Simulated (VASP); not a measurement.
Wanted: the native input for a VASP 6.6.1 run.

- Task: single point
- Functional: r2SCAN
- Potentials or basis: VASP PAW PBE potentials, release 64 (Ca_sv, O)
- Cutoff: 520 eV
- k mesh: 10 × 10 × 10
- Occupations: gaussian, width 0.05 eV
- Spin: no spin polarisation
- Dipole correction: no
- Further INCAR settings: ALGO = Normal; EDIFF = 1e-07; NBANDS = 15

The system is CaO.

```xyz
2
Lattice="0.9576 3.0096 3.0096 3.0096 0.9576 3.0096 3.0096 3.0096 0.9576" Properties=species:S:1:pos:R:3 pbc="T T T"
Ca    0.0000    0.0000    0.0000
O     3.4884    3.4884    3.4884
```

This cell differs from its parent crystal: ratio of the length along [111] to the lengths across it x 1.7, volume and fractional coordinates fixed.

One way to write it, as run:

POSCAR

```
CaO
1.0
    0.9575892433      3.0095661933      3.0095661933
    3.0095661933      0.9575892433      3.0095661933
    3.0095661933      3.0095661933      0.9575892433
Ca O
1 1
Direct
    0.0000000000      0.0000000000      0.0000000000
    0.5000000000      0.5000000000      0.5000000000
```

INCAR.step1

```
SYSTEM = CaO
  PREC = Accurate
  ENCUT = 520
  ISMEAR = 0
  SIGMA = 0.05
  LREAL = .False.
  LASPH = .True.
  NELM = 100
  NBANDS = 15
  GGA = PE
  ALGO = Normal
  EDIFF = 1E-4
  LWAVE = .True.
  LCHARG = .False.
```

INCAR.step2

```
SYSTEM = CaO
  PREC = Accurate
  ENCUT = 520
  EDIFF = 1E-7
  ISMEAR = 0
  SIGMA = 0.05
  LREAL = .False.
  LASPH = .True.
  NELM = 100
  ALGO = Normal
  ISIF = 2
  LWAVE = .False.
  LCHARG = .False.
  METAGGA = R2SCAN
  LMIXTAU = .True.
  NBANDS = 15
  ISTART = 1
```

KPOINTS

```
regular mesh
0
Gamma
  10 10 10
  0 0 0
```

Potentials or basis: VASP PAW PBE potentials, release 64 (Ca_sv, O).

Command:

```bash
$ cat potpaw_PBE.64/Ca_sv/POTCAR potpaw_PBE.64/O/POTCAR > POTCAR
$ cp INCAR.step1 INCAR
$ mpirun -np 1 vasp_std > vasp.out
$ cp INCAR.step2 INCAR
$ mpirun -np 1 vasp_std > vasp.out
```

It gave:

* Pressure: -6.2 GPa
* Band gap on the k mesh: zero (bands 8 and 9 overlap by 0.41 eV)

Caveat: the cell stands under tension; semilocal functionals underestimate gaps, so a narrow gap can read as zero; the PAW data sets were made with another functional, which shifts forces and pressure a little.

Wall time 98 s on 1 thread of Intel(R) Xeon(R) 6975P-C (Granite Rapids) (shared host), peak memory 0.21 GiB.
